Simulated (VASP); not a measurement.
# Pb (Fm-3m) in VASP: notebook

Pb is run at these levels: LDA; tasks: single point.

All numbers are computed with VASP 6.6.1; they aren't measurements. Logs are shortened: lines on timing, memory, paths and dates and some standing lists are left out, and cuts for length are marked.

### 1 The cell of the first run

It takes space group Fm-3m (No. 225, cubic). Conventional cell: a = 5.015 Å, b = 5.015 Å, c = 5.015 Å, α = 90.00°, β = 90.00°, γ = 90.00°. Pb (site symmetry m-3m) has 12 Pb at 3.55 Å within 4.7 Å.

### 2 Single point, LDA (volume scaled by 1.04)

Input file INCAR:

```
SYSTEM = Pb
PREC = Accurate
ENCUT = 520
EDIFF = 1E-6
ISMEAR = -1
SIGMA = 0.05
LREAL = .False.
LASPH = .True.
NELM = 100
ALGO = Normal
ISIF = 2
LWAVE = .False.
LCHARG = .False.
NBANDS = 13
```

Input file KPOINTS:

```
regular mesh
0
Gamma
  9 9 9
  0 0 0
```

Input file POSCAR:

```
Pb
1.0
    0.0000000000      2.5075897876      2.5075897876
    2.5075897876      0.0000000000      2.5075897876
    2.5075897876      2.5075897876      0.0000000000
Pb
1
Direct
    0.0000000000      0.0000000000      0.0000000000
```

Potentials or basis: VASP PAW LDA potentials, release 64 (Pb_d).

On the command line:

```bash
cat potpaw_LDA.64/Pb_d/POTCAR > POTCAR
mpirun -np 1 vasp_std > vasp.out
```

OUTCAR:

```text
SYSTEM = Pb
   PREC = Accurate
   ENCUT = 520
   EDIFF = 1E-6
   ISMEAR = -1
   LREAL = .False.
   LASPH = .True.
   NELM = 100
   ISIF = 2

 ion  position               nearest neighbor table
   1  0.000  0.000  0.000-

  LATTYP: Found a face centered cubic cell.
 ALAT       =     5.0151795752

  Lattice vectors:

 A1 = (   0.0000000000,   2.5075897876,   2.5075897876)
 A2 = (   2.5075897876,   0.0000000000,   2.5075897876)
 A3 = (   2.5075897876,   2.5075897876,   0.0000000000)

Analysis of symmetry for initial positions (statically):
[... 5 lines left out ...]
 face centered cubic supercell.

 Subroutine GETGRP returns: Found 48 space group operations
 (whereof 48 operations were pure point group operations)
 out of a pool of 48 trial point group operations.

The static configuration has the point symmetry O_h .

Analysis of symmetry for dynamics (positions and initial velocities):
[... 5 lines left out ...]
 face centered cubic supercell.

 Subroutine GETGRP returns: Found 48 space group operations
 (whereof 48 operations were pure point group operations)
 out of a pool of 48 trial point group operations.

The dynamic configuration has the point symmetry O_h .

 Subroutine INISYM returns: Found 48 space group operations
 (whereof 48 operations are pure point group operations),
 and found     1 'primitive' translations

----------------------------------------------------------------------------------------

                                     Primitive cell

  volume of cell :      31.5355

  direct lattice vectors                    reciprocal lattice vectors
     0.000000000  2.507589788  2.507589788    -0.199394655  0.199394655  0.199394655
     2.507589788  0.000000000  2.507589788     0.199394655 -0.199394655  0.199394655
     2.507589788  2.507589788  0.000000000     0.199394655  0.199394655 -0.199394655

  length of vectors
     3.546267486  3.546267486  3.546267486     0.345361673  0.345361673  0.345361673

  position of ions in fractional coordinates (direct lattice)
     0.000000000  0.000000000  0.000000000

  ion indices of the primitive-cell ions
   primitive index   ion index
                 1           1

----------------------------------------------------------------------------------------

 KPOINTS: regular mesh

Automatic generation of k-mesh.
 Grid dimensions read from file:
 generate k-points for:    9    9    9

 Generating k-lattice:

  Cartesian coordinates                     Fractional coordinates (reciprocal lattice)
    -0.022154962  0.022154962  0.022154962     0.111111111  0.000000000  0.000000000
     0.022154962 -0.022154962  0.022154962     0.000000000  0.111111111  0.000000000
     0.022154962  0.022154962 -0.022154962     0.000000000  0.000000000  0.111111111

  Length of vectors
     0.038373519  0.038373519  0.038373519

  Shift w.r.t. Gamma in fractional coordinates (k-lattice)
     0.000000000  0.000000000  0.000000000

 Subroutine IBZKPT returns following result:
 ===========================================

 Found     35 irreducible k-points:

 Following reciprocal coordinates:
            Coordinates               Weight
  0.000000  0.000000  0.000000      1.000000
  0.111111  0.000000  0.000000      8.000000
  0.222222  0.000000  0.000000      8.000000
  0.333333  0.000000  0.000000      8.000000
  0.444444  0.000000  0.000000      8.000000
  0.111111  0.111111  0.000000      6.000000
[... 16 lines left out ...]
 -0.333333  0.333333  0.000000     12.000000
  0.444444  0.444444  0.000000      6.000000
 [... further k-points ...]
   k-points           NKPTS =     35   k-points in BZ     NKDIM =     35   number of bands    NBANDS=     13
   number of dos      NEDOS =    301   number of ions     NIONS =      1
   total plane-waves  NPLWV =  21952
   dimension x,y,z NGX =    28 NGY =   28 NGZ =   28
   dimension x,y,z NGXF=    56 NGYF=   56 NGZF=   56
   ions per type =               1
   NGX,Y,Z   is equivalent  to a cutoff of  13.13, 13.13, 13.13 a.u.
   NGXF,Y,Z  is equivalent  to a cutoff of  26.25, 26.25, 26.25 a.u.
 SYSTEM =  Pb
   PREC   = accura    normal or accurate (medium, high low for compatibility)
   ISTART =      0    job   : 0-new  1-cont  2-samecut
   ICHARG =      2    charge: 1-file 2-atom 10-const
   ISPIN  =      1    spin polarized calculation?
   LNONCOLLINEAR =      F non collinear calculations
   LSORBIT =      F    spin-orbit coupling
   LASPH  =      T    aspherical Exc in radial PAW
   ENCUT  =  520.0 eV  38.22 Ry    6.18 a.u.   6.59  6.59  6.59*2*pi/ulx,y,z
   NELM   =    100;   NELMIN=  2; NELMDL= -5     # of ELM steps
   EDIFF  = 0.1E-05   stopping-criterion for ELM
   LREAL  =      F    real-space projection
   EDIFFG = 0.1E-04   stopping-criterion for IOM
   NSW    =      0    number of steps for IOM
   IBRION =     -1    ionic relax: 0-MD 1-quasi-New 2-CG
   NFREE  =      0    steps in history (QN), initial steepest desc. (CG)
   ISIF   =      2    stress and relaxation
   ISYM   =      2    0-nonsym 1-usesym 2-fastsym
   POTIM  = 0.5000    time-step for ionic-motion
   TEBEG  =    0.0;   TEEND  =   0.0 temperature during run
   PSTRESS=    0.0 pullay stress
   NELECT =      14.0000    total number of electrons
   NUPDOWN=      -1.0000    fix difference up-down
   EMIN   =  10.00;   EMAX   =-10.00  energy-range for DOS
   EFERMI =   0.00;   METHOD = LEGACY
   ISMEAR =    -1;   SIGMA  =   0.05  broadening in eV -4-tet -1-fermi 0-gaus
   EFERMI_NEDOS =   21; number of points for ismear=-14 and -15
   IALGO  =     38    algorithm
   IMIX   =      4    mixing-type and parameters
     AMIX     =   0.40;   BMIX     =  1.00
     AMIX_MAG =   1.60;   BMIX_MAG =  1.00
  volume/ion in A,a.u.               =      31.54       212.81
  Fermi-wavevector in a.u.,A,eV,Ry     =   1.248871  2.360025 21.220728  1.559680
  Thomas-Fermi vector in A             =   2.382938
   LORBIT       =      0    0 simple, 1 ext, 2 COOP (PROOUT), +10 PAW based schemes
   GGA     = CA    functional components
   LHFCALC =     F    Hartree Fock is set to
   AEXX    =    0.0000 exact exchange contribution
   IVDW    =     0    specifies the selected vdW correction
   LEPSILON=     F    determine dielectric tensor
   LRPA    =     F    only Hartree local field effects (RPA)
 non-spin polarized calculation
  energy-cutoff  :      520.00
  volume of cell :       31.54
 maximum number of plane-waves:       869
   NGX = 13   NGY = 13   NGZ = 13

 number of electron      14.0000002 magnetization

 Free energy of the ion-electron system (eV)
  ---------------------------------------------------
  ext. energy  EPLUGINS =         0.00000000
  ---------------------------------------------------
  free energy    TOTEN  =        -4.24328912 eV

  energy without entropy =       -4.23991456  energy(sigma->0) =       -4.24160184

 E-fermi :   6.4361     XC(G=0): -10.2698

 val. band max:        6.2186528582   @ k =  -0.3333   0.3333   0.1111
 cond. band min:       6.4471467104   @ k =   0.3333   0.3333   0.0000
 fundamental gap:      0.2284938522
 Fermi energy:         6.4360591358

 k-point     1 :       0.0000    0.0000    0.0000
  band No.  band energies     occupation
      1     -10.4120      2.00000
      2     -10.4120      2.00000
      3     -10.4120      2.00000
      4     -10.2854      2.00000
      5     -10.2854      2.00000
      6      -4.9334      2.00000
      7      13.6128      0.00000
      8      13.6128      0.00000
      9      13.6128      0.00000
     10      16.3757      0.00000
     11      17.5414      0.00000
     12      18.8002      0.00000
     13      18.8002      0.00000

 k-point     2 :       0.1111    0.0000    0.0000
  band No.  band energies     occupation
      1     -10.4122      2.00000
      2     -10.3972      2.00000
      3     -10.3972      2.00000
      4     -10.2854      2.00000
      5     -10.2854      2.00000
      6      -4.7058      2.00000
      7      11.3733      0.00000
      8      13.3471      0.00000
      9      13.3471      0.00000
     10      15.9154      0.00000
     11      18.5656      0.00000
     12      19.2694      0.00000
     13      19.2694      0.00000

 k-point     3 :       0.2222    0.0000    0.0000
  band No.  band energies     occupation
      1     -10.4155      2.00000
      2     -10.3794      2.00000
      3     -10.3794      2.00000
      4     -10.2648      2.00000
      5     -10.2648      2.00000
      6      -4.0272      2.00000
      7       8.0508      0.00000
      8      12.7791      0.00000
      9      12.7791      0.00000
     10      15.5155      0.00000
     11      18.3058      0.00000
     12      18.9565      0.00000
     13      18.9565      0.00000

 k-point     4 :       0.3333    0.0000    0.0000
  band No.  band energies     occupation
      1     -10.4239      2.00000
      2     -10.3877      2.00000
      3     -10.3877      2.00000
      4     -10.2117      2.00000
      5     -10.2117      2.00000
      6      -2.9485      2.00000
      7       5.0683      2.00000
      8      12.2358      0.00000
      9      12.2358      0.00000
     10      15.4024      0.00000
     11      17.0183      0.00000
     12      18.0880      0.00000
     13      18.0880      0.00000

 k-point     5 :       0.4444    0.0000    0.0000
  band No.  band energies     occupation
      1     -10.4316      2.00000
      2     -10.3995      2.00000
      3     -10.3995      2.00000
      4     -10.1699      2.00000
      5     -10.1699      2.00000
      6      -1.7837      2.00000
      7       2.9279      2.00000
      8      11.9156      0.00000
      9      11.9156      0.00000
     10      15.5941      0.00000
     11      16.1246      0.00000
     12      17.6410      0.00000
     13      17.6410      0.00000
[... 257 lines left out ...]
 k-point    22 :      -0.4444    0.3333    0.0000
  band No.  band energies     occupation
      1     -10.4917      2.00000
      2     -10.3988      2.00000
      3     -10.2308      2.00000
      4     -10.2116      2.00000
      5     -10.1587      2.00000
      6      -0.5022      2.00000
      7       4.2364      2.00000
      8       6.1683      1.99060
      9       9.3290      0.00000
     10      12.9535      0.00000
     11      17.0103      0.00000
     12      22.4034      0.00000
     13      22.4819      0.00000

 k-point    23 :      -0.3333    0.3333    0.0000
  band No.  band energies     occupation
      1     -10.4590      2.00000
      2     -10.3161      2.00000
      3     -10.2748      2.00000
      4     -10.2555      2.00000
      5     -10.1986      2.00000
      6      -0.6385      2.00000
      7       4.8402      2.00000
      8       5.1067      2.00000
      9      10.0698      0.00000
     10      13.4432      0.00000
     11      20.0575      0.00000
     12      21.6809      0.00000
     13      21.7331      0.00000

 k-point    24 :       0.4444    0.4444    0.0000
  band No.  band energies     occupation
      1     -10.5525      2.00000
      2     -10.4673      2.00000
      3     -10.1771      2.00000
      4     -10.1423      2.00000
      5     -10.1423      2.00000
      6      -0.6162      2.00000
      7       3.9481      2.00000
      8       8.6371      0.00000
      9       8.6371      0.00000
     10      12.0249      0.00000
     11      13.2221      0.00000
     12      24.5631      0.00000
     13      26.0623      0.00000

 [... further k-points ...]
[... 5 lines left out ...]
  --------------------------------------------------------------------------------------
  -------------------------------------------------------------------------------------
  Total       -0.7026871     -0.7026871     -0.7026871     -0.0000000      0.0000000      0.0000000
  in kB      -35.7004007    -35.7004007    -35.7004007     -0.0000000      0.0000000      0.0000000
  external PRESSURE =     -35.7004007 kB  Pullay stress =       0.0000000 kB

 VOLUME and BASIS-vectors are now :
 -----------------------------------------------------------------------------
  energy-cutoff  :      520.00
  volume of cell :       31.54
      direct lattice vectors                 reciprocal lattice vectors
     0.000000000  2.507589788  2.507589788    -0.199394655  0.199394655  0.199394655
     2.507589788  0.000000000  2.507589788     0.199394655 -0.199394655  0.199394655
     2.507589788  2.507589788  0.000000000     0.199394655  0.199394655 -0.199394655

 POSITION                                       TOTAL-FORCE (eV/Angst)
 -----------------------------------------------------------------------------------
      0.00000      0.00000      0.00000        -0.000000     -0.000000     -0.000000
 -----------------------------------------------------------------------------------
    total drift:                               -0.000000     -0.000000     -0.000000

  FREE ENERGIE OF THE ION-ELECTRON SYSTEM (eV)
  ---------------------------------------------------
  free  energy   TOTEN  =        -4.2432891238 eV

  energy  without entropy=       -4.2399145645  energy(sigma->0) =       -4.24160184
```

Wall time 20 s (1 thread of Intel Xeon 8259CL, shared host); peak memory 0.14 GiB.

Results:

- Free energy: -4.2433 eV
- Pressure: -3.6 GPa
- Band gap on the k mesh: zero (band 7 reaches 13.61 eV, above the bottom of band 8 at 5.11 eV)

Levels at points of the mesh, in eV from the Fermi level:
| k point | band 3 | band 4 | band 5 | band 6 | band 7 | band 8 | band 9 | band 10 | band 11 | band 12 |
| --- | --- | --- | --- | --- | --- | --- | --- | --- | --- | --- |
| (0.00, 0.00, 0.00) | -16.85 | -16.72 | -16.72 | -11.37 | 7.18 | 7.18 | 7.18 | 9.94 | 11.11 | 12.36 |

Caveat: spin-orbit coupling is left out, which moves the levels of the heavy elements.

### 3 Single point, LDA (volume scaled by 1.06)

Input file INCAR:

```
ALGO = Fast
EDIFF = 1E-7
ENCUT = 520
GGA = CA
ISIF = 2
ISMEAR = -1
LASPH = T
LCHARG = F
LREAL = F
LWAVE = F
NBANDS = 13
NELM = 100
PREC = Accurate
SIGMA = 0.05
```

Input file KPOINTS:

```
k-points
0
Gamma
  9 9 9
```

Input file POSCAR:

```
Pb
1.0
    0.0000000000      2.5235621278      2.5235621278
    2.5235621278      0.0000000000      2.5235621278
    2.5235621278      2.5235621278      0.0000000000
Pb
1
Direct
    0.0000000000      0.0000000000      0.0000000000
```

Potentials or basis: VASP PAW LDA potentials, release 64 (Pb_d).

On the command line:

```bash
cat potpaw_LDA.64/Pb_d/POTCAR > POTCAR
mpirun -np 1 vasp_std > vasp.out
```

OUTCAR:

```text
EDIFF = 1E-7
   ENCUT = 520
   GGA = CA
   ISIF = 2
   ISMEAR = -1
   LASPH = T
   LREAL = F
   NELM = 100
   PREC = Accurate

 ion  position               nearest neighbor table
   1  0.000  0.000  0.000-

  LATTYP: Found a face centered cubic cell.
 ALAT       =     5.0471242556

  Lattice vectors:

 A1 = (   0.0000000000,   2.5235621278,   2.5235621278)
 A2 = (   2.5235621278,   0.0000000000,   2.5235621278)
 A3 = (   2.5235621278,   2.5235621278,   0.0000000000)

Analysis of symmetry for initial positions (statically):
[... 5 lines left out ...]
 face centered cubic supercell.
[... 547 lines left out ...]
      6      -0.8252      2.00000
      7       3.7903      2.00000
      8       8.4091      0.00000
      9       8.4091      0.00000
     10      11.7686      0.00000
     11      12.9614      0.00000
     12      24.2493      0.00000
     13      25.7080      0.00000

 [... further k-points ...]
[... 5 lines left out ...]
  --------------------------------------------------------------------------------------
  -------------------------------------------------------------------------------------
  Total       -0.8519663     -0.8519663     -0.8519663     -0.0000000      0.0000000      0.0000000
  in kB      -42.4679187    -42.4679187    -42.4679187     -0.0000000      0.0000000      0.0000000
  external PRESSURE =     -42.4679187 kB  Pullay stress =       0.0000000 kB

 VOLUME and BASIS-vectors are now :
 -----------------------------------------------------------------------------
  energy-cutoff  :      520.00
  volume of cell :       32.14
      direct lattice vectors                 reciprocal lattice vectors
     0.000000000  2.523562128  2.523562128    -0.198132629  0.198132629  0.198132629
     2.523562128  0.000000000  2.523562128     0.198132629 -0.198132629  0.198132629
     2.523562128  2.523562128  0.000000000     0.198132629  0.198132629 -0.198132629

 POSITION                                       TOTAL-FORCE (eV/Angst)
 -----------------------------------------------------------------------------------
      0.00000      0.00000      0.00000         0.000000      0.000000      0.000000
 -----------------------------------------------------------------------------------
    total drift:                               -0.000000     -0.000000     -0.000000

  FREE ENERGIE OF THE ION-ELECTRON SYSTEM (eV)
  ---------------------------------------------------
  free  energy   TOTEN  =        -4.2286887144 eV

  energy  without entropy=       -4.2253722422  energy(sigma->0) =       -4.22703048
```

Wall time 45 s (1 thread of Intel Xeon 8259CL, shared host); peak memory 0.14 GiB.

What came out:

```
Free energy            : -4.2287 eV
Pressure               : -4.2 GPa
Band gap on the k mesh : zero (band 7 reaches 13.26 eV, above the bottom of band 8 at 4.94 eV)
```

Caveat: spin-orbit coupling is left out, which moves the levels of the heavy elements.
